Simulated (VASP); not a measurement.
# RuS2 (Pa-3) in VASP: relaxation of cell and atoms with PBE

Aim: the relaxation of cell and atoms of RuS2 with PBE.

Program: VASP 6.6.1. These are calculated values, not measurements. Logs are shortened: lines on timing, memory, paths and dates and some standing lists are left out, and cuts for length are marked.

**1. The cell of the first run**

The structure is cubic, space group Pa-3 (No. 205). Conventional cell: a = 5.611 Å, b = 5.611 Å, c = 5.611 Å, α = 90.00°, β = 90.00°, γ = 90.00°. Within 3.1 Å of Ru (site symmetry -3) lie 6 S at 2.35 Å. S (site symmetry 3) has 1 S at 2.17 Å and 3 Ru at 2.35 Å within 2.9 Å.

**2. Relaxation of cell and atoms, PBE**

Contents of INCAR:

```
SYSTEM = RuS2
PREC = Accurate
ENCUT = 600
EDIFF = 1E-7
ISMEAR = -1
SIGMA = 0.05
LREAL = .False.
LASPH = .True.
NELM = 60
ALGO = Normal
ISIF = 3
LWAVE = .False.
LCHARG = .False.
GGA = PE
IBRION = 2
NSW = 60
EDIFFG = -0.01
```

Contents of KPOINTS:

```
Automatic mesh
0
Gamma
  5 5 5
  0 0 0
```

Contents of POSCAR:

```
RuS2
1.0
    5.6106000000      0.0000000000      0.0000000000
    0.0000000000      5.6106000000      0.0000000000
    0.0000000000      0.0000000000      5.6106000000
Ru S
4 8
Direct
    0.0000000000      0.5000000000      0.5000000000
    0.5000000000      0.5000000000      0.0000000000
    0.5000000000      0.0000000000      0.5000000000
    0.0000000000      0.0000000000      0.0000000000
    0.3883100000      0.1116900000      0.8883100000
    0.1116900000      0.8883100000      0.3883100000
    0.8883100000      0.3883100000      0.1116900000
    0.6116900000      0.6116900000      0.6116900000
    0.6116900000      0.8883100000      0.1116900000
    0.8883100000      0.1116900000      0.6116900000
    0.1116900000      0.6116900000      0.8883100000
    0.3883100000      0.3883100000      0.3883100000
```

Potentials or basis: VASP PAW PBE potentials, release 64 (Ru_pv, S).

The run is started by

```bash
> cat potpaw_PBE.64/Ru_pv/POTCAR potpaw_PBE.64/S/POTCAR > POTCAR
> mpirun -np 1 vasp_std > vasp.out
```

OUTCAR:

```text
SYSTEM = RuS2
   PREC = Accurate
   ENCUT = 600
   EDIFF = 1E-7
   ISMEAR = -1
   LREAL = .False.
   LASPH = .True.
   NELM = 60
   ISIF = 3
   GGA = PE
   IBRION = 2
   NSW = 60
   EDIFFG = -0.01

 ion  position               nearest neighbor table
   1  0.000  0.500  0.500-   6 2.35   7 2.35   8 2.35  10 2.35  11 2.35  12 2.35
   2  0.500  0.500  0.000-   5 2.35   7 2.35   8 2.35   9 2.35  11 2.35  12 2.35
   3  0.500  0.000  0.500-   5 2.35   6 2.35   8 2.35   9 2.35  10 2.35  12 2.35
   4  0.000  0.000  0.000-   5 2.35   6 2.35   7 2.35   9 2.35  10 2.35  11 2.35
   5  0.388  0.112  0.888-   9 2.17   3 2.35   4 2.35   2 2.35
   6  0.112  0.888  0.388-  10 2.17   3 2.35   4 2.35   1 2.35
   7  0.888  0.388  0.112-  11 2.17   2 2.35   4 2.35   1 2.35
   8  0.612  0.612  0.612-  12 2.17   2 2.35   3 2.35   1 2.35
   9  0.612  0.888  0.112-   5 2.17   3 2.35   4 2.35   2 2.35
  10  0.888  0.112  0.612-   6 2.17   3 2.35   4 2.35   1 2.35
  11  0.112  0.612  0.888-   7 2.17   2 2.35   4 2.35   1 2.35
  12  0.388  0.388  0.388-   8 2.17   2 2.35   3 2.35   1 2.35

  LATTYP: Found a simple cubic cell.
 ALAT       =     5.6106000000

  Lattice vectors:

 A1 = (   5.6106000000,   0.0000000000,   0.0000000000)
 A2 = (   0.0000000000,   5.6106000000,   0.0000000000)
 A3 = (   0.0000000000,   0.0000000000,   5.6106000000)

Analysis of symmetry for initial positions (statically):
=====================================================================
 Subroutine PRICEL returns:
 Original cell was already a primitive cell.

 Routine SETGRP: Setting up the symmetry group for a
 simple cubic supercell.

 Subroutine GETGRP returns: Found 24 space group operations
 (whereof  6 operations were pure point group operations)
 out of a pool of 48 trial point group operations.

The static configuration has the point symmetry S_6 .
 The point group associated with its full space group is T_h .

Analysis of symmetry for dynamics (positions and initial velocities):
=====================================================================
 Subroutine PRICEL returns:
 Original cell was already a primitive cell.

 Routine SETGRP: Setting up the symmetry group for a
 simple cubic supercell.

 Subroutine GETGRP returns: Found 24 space group operations
 (whereof  6 operations were pure point group operations)
 out of a pool of 48 trial point group operations.

The dynamic configuration has the point symmetry S_6 .
 The point group associated with its full space group is T_h .

 Subroutine INISYM returns: Found 24 space group operations
 (whereof  6 operations are pure point group operations),
 and found     1 'primitive' translations

----------------------------------------------------------------------------------------

                                     Primitive cell

  volume of cell :     176.6151

  direct lattice vectors                    reciprocal lattice vectors
     5.610600000  0.000000000  0.000000000     0.178234057  0.000000000  0.000000000
     0.000000000  5.610600000  0.000000000     0.000000000  0.178234057  0.000000000
     0.000000000  0.000000000  5.610600000     0.000000000  0.000000000  0.178234057

  length of vectors
     5.610600000  5.610600000  5.610600000     0.178234057  0.178234057  0.178234057

  position of ions in fractional coordinates (direct lattice)
     0.000000000  0.500000000  0.500000000
     0.500000000  0.500000000  0.000000000
     0.500000000  0.000000000  0.500000000
     0.000000000  0.000000000  0.000000000
     0.388310000  0.111690000  0.888310000
     0.111690000  0.888310000  0.388310000
     0.888310000  0.388310000  0.111690000
     0.611690000  0.611690000  0.611690000
     0.611690000  0.888310000  0.111690000
     0.888310000  0.111690000  0.611690000
     0.111690000  0.611690000  0.888310000
     0.388310000  0.388310000  0.388310000

  ion indices of the primitive-cell ions
   primitive index   ion index
                 1           1
                 2           2
                 3           3
                 4           4
                 5           5
                 6           6
                 7           7
                 8           8
                 9           9
                10          10
                11          11
                12          12

----------------------------------------------------------------------------------------

 KPOINTS: Automatic mesh

Automatic generation of k-mesh.
 Grid dimensions read from file:
 generate k-points for:    5    5    5

 Generating k-lattice:

  Cartesian coordinates                     Fractional coordinates (reciprocal lattice)
     0.035646811  0.000000000  0.000000000     0.200000000  0.000000000  0.000000000
     0.000000000  0.035646811  0.000000000     0.000000000  0.200000000  0.000000000
     0.000000000  0.000000000  0.035646811     0.000000000  0.000000000  0.200000000

  Length of vectors
     0.035646811  0.035646811  0.035646811

  Shift w.r.t. Gamma in fractional coordinates (k-lattice)
     0.000000000  0.000000000  0.000000000

 Subroutine IBZKPT returns following result:
 ===========================================

 Found     11 irreducible k-points:

 Following reciprocal coordinates:
            Coordinates               Weight
  0.000000  0.000000  0.000000      1.000000
  0.200000  0.000000  0.000000      6.000000
  0.400000  0.000000  0.000000      6.000000
  0.200000  0.200000  0.000000     12.000000
  0.400000  0.200000  0.000000     12.000000
 -0.200000  0.400000  0.000000     12.000000
  0.400000  0.400000  0.000000     12.000000
  0.200000  0.200000  0.200000      8.000000
  0.400000  0.200000  0.200000     24.000000
  0.400000  0.400000  0.200000     24.000000
  0.400000  0.400000  0.400000      8.000000
   k-points           NKPTS =     11   k-points in BZ     NKDIM =     11   number of bands    NBANDS=     62
   number of dos      NEDOS =    301   number of ions     NIONS =     12
   total plane-waves  NPLWV = 110592
   dimension x,y,z NGX =    48 NGY =   48 NGZ =   48
   dimension x,y,z NGXF=    96 NGYF=   96 NGZF=   96
   ions per type =               4   8
   NGX,Y,Z   is equivalent  to a cutoff of  14.22, 14.22, 14.22 a.u.
   NGXF,Y,Z  is equivalent  to a cutoff of  28.45, 28.45, 28.45 a.u.
 SYSTEM =  RuS2
   PREC   = accura    normal or accurate (medium, high low for compatibility)
   ISTART =      0    job   : 0-new  1-cont  2-samecut
   ICHARG =      2    charge: 1-file 2-atom 10-const
   ISPIN  =      1    spin polarized calculation?
   LNONCOLLINEAR =      F non collinear calculations
   LSORBIT =      F    spin-orbit coupling
   LASPH  =      T    aspherical Exc in radial PAW
   ENCUT  =  600.0 eV  44.10 Ry    6.64 a.u.  11.21 11.21 11.21*2*pi/ulx,y,z
   NELM   =     60;   NELMIN=  2; NELMDL= -5     # of ELM steps
   EDIFF  = 0.1E-06   stopping-criterion for ELM
   LREAL  =      F    real-space projection
   EDIFFG = -.1E-01   stopping-criterion for IOM
   NSW    =     60    number of steps for IOM
   IBRION =      2    ionic relax: 0-MD 1-quasi-New 2-CG
   NFREE  =      1    steps in history (QN), initial steepest desc. (CG)
   ISIF   =      3    stress and relaxation
   ISYM   =      2    0-nonsym 1-usesym 2-fastsym
   POTIM  = 0.5000    time-step for ionic-motion
   TEBEG  =    0.0;   TEEND  =   0.0 temperature during run
   PSTRESS=    0.0 pullay stress
   NELECT =     104.0000    total number of electrons
   NUPDOWN=      -1.0000    fix difference up-down
   EMIN   =  10.00;   EMAX   =-10.00  energy-range for DOS
   EFERMI =   0.00;   METHOD = LEGACY
   ISMEAR =    -1;   SIGMA  =   0.05  broadening in eV -4-tet -1-fermi 0-gaus
   EFERMI_NEDOS =   21; number of points for ismear=-14 and -15
   IALGO  =     38    algorithm
   IMIX   =      4    mixing-type and parameters
     AMIX     =   0.40;   BMIX     =  1.00
     AMIX_MAG =   1.60;   BMIX_MAG =  1.00
  volume/ion in A,a.u.               =      14.72        99.32
  Fermi-wavevector in a.u.,A,eV,Ry     =   1.372176  2.593038 25.617978  1.882868
  Thomas-Fermi vector in A             =   2.497807
   LORBIT       =      0    0 simple, 1 ext, 2 COOP (PROOUT), +10 PAW based schemes
   GGA     = PE    functional components
   LHFCALC =     F    Hartree Fock is set to
   AEXX    =    0.0000 exact exchange contribution
   IVDW    =     0    specifies the selected vdW correction
   LEPSILON=     F    determine dielectric tensor
   LRPA    =     F    only Hartree local field effects (RPA)
 conjugate gradient relaxation of ions
 non-spin polarized calculation
  energy-cutoff  :      600.00
  volume of cell :      176.62
 maximum number of plane-waves:      5930
 NGX is ok and might be reduce to    48
   NGX = 23   NGY = 23   NGZ = 23

--------------------------------------- Ionic step        1  -------------------------------------------

 number of electron     103.9999979 magnetization

 Free energy of the ion-electron system (eV)
  ---------------------------------------------------
  ext. energy  EPLUGINS =         0.00000000
  ---------------------------------------------------
  free energy    TOTEN  =       -76.55633382 eV

  energy without entropy =      -76.55628304  energy(sigma->0) =      -76.55630843

------------------------ aborting loop because EDIFF is reached ----------------------------------------

  FORCE on cell =-STRESS in cart. coord.  units (eV):
  Direction    XX          YY          ZZ          XY          YZ          ZX
  --------------------------------------------------------------------------------------
  -------------------------------------------------------------------------------------
  Total        3.7851340      3.7851340      3.7851340     -0.0000000      0.0000000      0.0000000
  in kB       34.3371243     34.3371243     34.3371243     -0.0000000      0.0000000      0.0000000
  external PRESSURE =      34.3371243 kB  Pullay stress =       0.0000000 kB
[... 169 lines left out ...]
  energy  without entropy=      -76.6017105457  energy(sigma->0) =      -76.60177114

--------------------------------------- Ionic step        5  -------------------------------------------

 number of electron     103.9999983 magnetization

 Free energy of the ion-electron system (eV)
  ---------------------------------------------------
  ext. energy  EPLUGINS =         0.00000000
  ---------------------------------------------------
  free energy    TOTEN  =       -76.60230147 eV

  energy without entropy =      -76.60214863  energy(sigma->0) =      -76.60222505

 E-fermi :   9.1248     XC(G=0): -11.8526

 val. band max:        8.7374189566   @ k =   0.4000   0.0000   0.0000
 cond. band min:       9.3449904491   @ k =   0.0000   0.0000   0.0000
 fundamental gap:      0.6075714925
 Fermi energy:         9.1247785755

 k-point     1 :       0.0000    0.0000    0.0000
  band No.  band energies     occupation
      1     -33.2337      2.00000
      2     -33.2337      2.00000
      3     -33.2337      2.00000
      4     -33.2248      2.00000
      5     -33.2248      2.00000
      6     -33.2219      2.00000
[... 743 lines left out ...]
  FREE ENERGIE OF THE ION-ELECTRON SYSTEM (eV)
  ---------------------------------------------------
  free  energy   TOTEN  =       -76.6023014721 eV

  energy  without entropy=      -76.6021486281  energy(sigma->0) =      -76.60222505

 reached required accuracy - stopping structural energy minimisation
```

It took 5.3 min on 1 thread of Intel Xeon 6975P-C (Granite Rapids), shared host; peak memory 0.39 GiB.

What came out:

```yaml
Free_energy: -76.6023 eV
Relaxed_volume: 15.00 Å³/atom
Relaxed_cell: a = 5.646 Å, b = 5.646 Å, c = 5.646 Å, α = 90.00°, β = 90.00°, γ = 90.00°
Space_group_after_relaxing_to_0.1_Å: Pa-3 (No. 205)
Energy_gained_by_relaxing: 3.8 meV/atom
Ionic_steps: 5
Pressure_after_relaxing: 0.0 GPa
Band_gap_on_the_k_mesh: 0.61 eV (least direct gap 0.84 eV)
```

Step by step:
| step | energy change (eV) | largest force (eV/Å) | pressure (GPa) | volume (Å³) |
| --- | --- | --- | --- | --- |
| 1 | 0.0000 | 0.2076 | 3.43 | 176.62 |
| 2 | 0.0207 | 0.0490 | -4.28 | 184.80 |
| 3 | -0.0413 | 0.1295 | -0.22 | 180.22 |
| 4 | -0.0455 | 0.0406 | -0.06 | 180.06 |
| 5 | -0.0460 | 0.0014 | 0.01 | 179.98 |

Final structure:
```
CELL_PARAMETERS angstrom
5.64601 0.00000 0.00000
0.00000 5.64601 0.00000
0.00000 0.00000 5.64601
ATOMIC_POSITIONS crystal
Ru 0.00000 0.50000 0.50000
Ru 0.50000 0.50000 0.00000
Ru 0.50000 0.00000 0.50000
Ru 0.00000 0.00000 0.00000
S 0.38696 0.11304 0.88696
S 0.11304 0.88696 0.38696
S 0.88696 0.38696 0.11304
S 0.61304 0.61304 0.61304
S 0.61304 0.88696 0.11304
S 0.88696 0.11304 0.61304
S 0.11304 0.61304 0.88696
S 0.38696 0.38696 0.38696
```

Caveat: semilocal functionals underestimate gaps, and a narrow one can read as zero; an odd mesh through Γ misses points on the zone boundary, where band edges can lie.
